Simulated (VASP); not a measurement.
## ZnCu: single point with PBE

Crystal: ZnCu.

```xyz
2
Lattice="1.4880 -2.1213 0.0000 1.4880 2.1213 0.0000 0.0000 0.0000 4.1407" Properties=species:S:1:pos:R:3 pbc="T T T"
Zn    1.4880    0.0000    2.0704
Cu    0.2652    0.2652    0.0000
```

This cell differs from its parent crystal: all Cu atoms moved +0.375 Å, as atom 2 along Cartesian [1 1 0].

```json
{
 "Program": "VASP 6.6.1",
 "Task": "single point",
 "Functional": "PBE",
 "Potentials or basis": "VASP PAW PBE potentials, release 64 (Zn, Cu)",
 "Cutoff": "520 eV",
 "k mesh": "20 × 20 × 12",
 "Occupations": "gaussian, width 0.15 eV",
 "Spin": "no spin polarisation"
}
```

```json
{"Pressure": "2.7 GPa", "Largest force": "0.713 eV/Å"}
```

Forces on the atoms (eV/Å):
```
Zn   0.707 -0.088  0.000
Cu  -0.707  0.088  0.000
```

Stress tensor (GPa, compression positive):
```
 1.61 -0.76  0.00
-0.76  1.17  0.00
 0.00  0.00  5.21
```

Levels at points of the mesh, in eV from the Fermi level:
```tsv
k point	band 8	band 9	band 10	band 11	band 12	band 13	band 14	band 15	band 16	band 17
(0.00, 0.00, 0.00)	-3.51	-2.57	-2.52	-2.43	-1.62	2.13	14.42	15.40	17.49	19.44
(0.50, 0.00, 0.00)	-3.75	-2.82	-2.53	-2.23	-0.77	6.43	6.48	6.97	7.48	12.64
(0.00, 0.50, 0.00)	-3.75	-2.91	-2.58	-2.23	-0.69	5.32	5.96	8.01	8.02	13.43
(0.50, 0.50, 0.00)	-3.10	-2.88	-1.87	-1.82	1.37	6.27	6.32	6.68	10.42	10.97
(0.00, 0.00, 0.50)	-3.50	-3.46	-2.64	-2.53	-2.43	11.31	11.66	16.19	16.88	17.83
(0.50, 0.00, 0.50)	-2.65	-2.60	-2.30	-2.17	-1.32	1.19	2.45	14.12	14.95	15.81
(0.00, 0.50, 0.50)	-2.78	-2.58	-2.19	-2.14	-1.01	0.99	2.25	13.83	15.01	15.84
(0.50, 0.50, 0.50)	-3.09	-2.77	-1.86	0.59	1.54	2.19	3.83	8.16	9.60	11.98
```

Run time: 3.6 min on 1 thread of Intel(R) Xeon(R) 6975P-C (Granite Rapids), with other jobs on the host, peak memory 0.74 GiB.

Caveat: the cell differs from its parent crystal (all Cu atoms moved +0.375 Å, as atom 2 along Cartesian [1 1 0]).
